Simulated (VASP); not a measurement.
**BP: single point with PBE**

BP:

```xyz
2
Lattice="0.0000 2.2499 2.2499 2.2499 0.0000 2.2499 2.2499 2.2499 0.0000" Properties=species:S:1:pos:R:3 pbc="T T T"
B     0.0000    0.0000    0.0000
P     3.3749    3.3749    3.3749
```

This cell differs from its parent crystal: volume scaled by 0.975.

| Item | Value |
| --- | --- |
| Program | VASP 6.6.1 |
| Task | single point |
| Functional | PBE |
| Potentials or basis | VASP PAW PBE potentials, release 64 (B, P) |
| Cutoff | 520 eV |
| k mesh | 12 × 12 × 12 |
| Occupations | fermi-dirac, width 0.08 eV |
| Spin | no spin polarisation |
| Dipole correction | no |
| Further INCAR settings | ALGO = Normal; EDIFF = 1e-06; NBANDS = 11 |

| Quantity | Value |
| --- | --- |
| Pressure | 5.3 GPa |
| Band gap on the k mesh | 1.20 eV, indirect (least direct gap 3.44 eV) |

Levels at points of the mesh, in eV from the valence-band top:
| k point | band 1 | band 2 | band 3 | band 4 | band 5 | band 6 | band 7 | band 8 | band 9 |
| --- | --- | --- | --- | --- | --- | --- | --- | --- | --- |
| (0.00, 0.00, 0.00) | -15.69 | 0.00 | 0.00 | 0.00 | 3.44 | 3.44 | 3.44 | 7.76 | 11.69 |
| (0.50, 0.00, 0.00) | -12.27 | -9.22 | -1.79 | -1.79 | 3.93 | 4.73 | 4.73 | 10.21 | 14.79 |
| (0.50, 0.50, 0.00) | -10.70 | -8.71 | -4.21 | -4.21 | 1.28 | 1.64 | 12.36 | 12.36 | 15.54 |

It took 30 s on 1 thread of AMD EPYC 7R13 (shared host), peak memory 0.11 GiB.

 A k mesh can miss the band edges.
